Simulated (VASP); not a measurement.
Wanted: the native input for a VASP 6.6.1 run.

* Task: single point
* Functional: PBE
* Potentials or basis: VASP PAW PBE potentials, release 64 (Be, Zn, O)
* Cutoff: 600 eV
* k mesh: 4 × 4 × 4
* Occupations: gaussian, width 0.2 eV
* Spin: no spin polarisation
* Dipole correction: no
* Further INCAR settings: ALGO = Normal; EDIFF = 1e-06; NBANDS = 37

The structure of BeZn4O lies in POSCAR:

```
BeZn4O
1.0
   -2.6191159276      2.6191159276      2.8679786190
    2.6191159276     -2.6191159276      2.8679786190
    2.6191159276      2.6191159276     -2.8679786190
Be Zn O
1 4 1
Direct
    0.0000000000      0.0000000000      0.0000000000
    0.9398089282      0.4398089282      0.8796178564
    0.5601910718      0.0601910718      0.1203821436
    0.0601910718      0.9398089282      0.5000000000
    0.4398089282      0.5601910718      0.5000000000
    0.5000000000      0.5000000000      0.0000000000
```

One way to write it, as run:

INCAR

```
SYSTEM = BeZn4O
  PREC = Accurate
  ENCUT = 600
  EDIFF = 1E-6
  ISMEAR = 0
  SIGMA = 0.2
  LREAL = .False.
  LASPH = .True.
  NELM = 120
  ALGO = Normal
  ISIF = 2
  LWAVE = .False.
  LCHARG = .False.
  GGA = PE
  NBANDS = 37
  GGA_COMPAT = .False.
```

KPOINTS

```
Automatic mesh
0
Gamma
  4 4 4
  0 0 0
```

Potentials or basis: VASP PAW PBE potentials, release 64 (Be, Zn, O).

Command:

```bash
$ cat potpaw_PBE.64/Be/POTCAR potpaw_PBE.64/Zn/POTCAR potpaw_PBE.64/O/POTCAR > POTCAR
$ mpirun -np 1 vasp_std > vasp.out
```

Results of the run:

| Property | Result |
| --- | --- |
| Pressure | 0.1 GPa |
| Largest force | 0.003 eV/Å |
| Band gap on the k mesh | zero (band 28 reaches 3.08 eV, above the bottom of band 29 at 2.21 eV) |

Caveat: the k points lie up to 0.42 Å⁻¹ apart.

Run time: 34 s on 1 thread of AMD EPYC 9R45 96-Core Processor (Zen 5), on a shared host, peak memory 0.22 GiB.
